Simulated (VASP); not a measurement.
Write the native input for VASP 6.6.1 that does the following.

* Task: electric field gradients
* Functional: PBE
* Potentials or basis: VASP PAW PBE potentials, release 64 (Na_pv)
* Cutoff: 520 eV
* k mesh: 9 × 9 × 5, shifted
* Occupations: methfessel-paxton, width 0.01 eV
* Spin: no spin polarisation
* Dipole correction: no
* Further INCAR settings: ALGO = Normal; EDIFF = 1e-08; NBANDS = 14; ISYM = 0

The structure of Na lies in POSCAR:

```
Na
1.0
    3.6887707041      0.0000000000      0.0000000000
   -1.8443853520      3.1945691385      0.0000000000
    0.0000000000      0.0000000000      6.2691940000
Na
2
Direct
    0.3333333333      0.6666666667      0.2500000000
    0.6666666667      0.3333333333      0.7500000000
```

The input as run:

INCAR

```
ALGO = Normal ; EDIFF = 1E-8
ENCUT = 520 ; GGA = PE
ISIF = 2 ; ISMEAR = 1
ISYM = 0 ; LASPH = T
LCHARG = F ; LEFG = T
LREAL = F ; LWAVE = F
NBANDS = 14 ; NELM = 100
PREC = Accurate ; SIGMA = 0.01
```

KPOINTS

```
Automatic mesh
0
Gamma
  9 9 5
  0.5 0.5 0.5
```

Potentials or basis: VASP PAW PBE potentials, release 64 (Na_pv).

Command:

```sh
$ cat potpaw_PBE.64/Na_pv/POTCAR > POTCAR
$ mpirun -np 1 vasp_std > vasp.out
```

Results of the run:

- Pressure: 0.0 GPa
- Band gap on the k mesh: zero (band 7 reaches 2.01 eV, above the bottom of band 8 at -1.92 eV)

Caveat: without QUAD_EFG the Cq values of the log hold for a quadrupole moment of 1 mb, not for the nuclei.

It took 2.8 min on 1 thread of Intel(R) Xeon(R) 6975P-C (Granite Rapids) (shared host), peak memory 0.53 GiB.
